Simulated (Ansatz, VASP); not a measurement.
**CrI3: VASP beside Ansatz**

```
Cr I
1.0
     5.62226    0.00000    0.00000
     0.00000    5.62226    0.00000
     0.00000    0.00000    5.62226
Cr I
1 3
Cartesian
  0.0000 0.0000 0.0000
  2.8111 0.0000 0.0000
  0.0000 0.0000 2.8111
  0.0000 2.8111 0.0000
```

Alike in both runs: task single point; functional PBE; k mesh 6 × 6 × 6; occupations gaussian, width 0.05 eV; collinear spin.

|  | VASP | Ansatz |
| --- | --- | --- |
| version | VASP 6.6.1 | Ansatz 0.2.0 |
| potentials or method | VASP PAW PBE potentials, release 64 (Cr_pv, I), cutoff 520 eV | scalar-relativistic, plane waves, PAW |
| valence electrons in the cell | 33 | 65 |

|  | VASP | Ansatz | Ansatz less VASP |
| --- | --- | --- | --- |
| gap on the k mesh at the Fermi level (eV) | none | none | - |
| pressure (GPa) | -0.9 | -0.9 | +0.01 |
| net moment per atom (μB) | 0.80 | 0.80 | +0.001 |
| size of the moment on the site where the two differ most (μB) | 3.41 | 3.40 | -0.018 |

Site moments also hang on the region over which each program counts them. A gap of «none» marks a metal or a gap that the smearing closes. VASP's potentials hold 33 valence electrons a cell and Ansatz's 65, so a difference there can come from the potentials and not from the codes. Ansatz's warnings: xc potential rough in thin density.

Neither program's run includes spin-orbit coupling.
